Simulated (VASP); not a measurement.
Crystal: TaN.

```
Ta N
1.0
     5.18500    0.00000    0.00000
    -2.59250    4.49034    0.00000
     0.00000    0.00000    2.90800
Ta N
3 3
Direct
  0.00000 0.00000 0.00000
  0.33333 0.66667 0.50000
  0.66667 0.33333 0.50000
  0.50000 0.00000 0.00000
  0.50000 0.50000 0.00000
  0.00000 0.50000 0.00000
```

Base run:

| Quantity | Value |
| --- | --- |
| Program | VASP 6.6.1 |
| Functional | LDA |
| Potentials or basis | VASP PAW LDA potentials, release 64 (Ta_pv, N) |
| Cutoff | 520 eV |
| k mesh | 4 × 4 × 7 |
| Occupations | gaussian, width 0.05 eV |
| Spin | collinear spin, ferromagnetic start |
| Starting moments | [2.17, 0.46, 0.46, 0.13, 0.13, 0.13] μB |
| Fixed moment | 6 μB |
| Hubbard terms | Ta d U = 4.0 eV |

Its results: pressure 32.4 GPa; site moments Ta +2.24, +0.71; N +0.16 μB.

Task: The run is repeated on the same cell with these changes: fixed moment from 6 μB to 6.6 μB; moments at the start from [2.17, 0.46, 0.46, 0.13, 0.13, 0.13] to [2.2, 0.53, 0.53, 0.23, 0.22, 0.22]. What comes out?

Result: Pressure 36.3 GPa; site moments Ta +2.29, +0.80; N +0.23 μB.

Caveats: the moment is held away from its start; the total moment is fixed, so each spin has its own Fermi level.
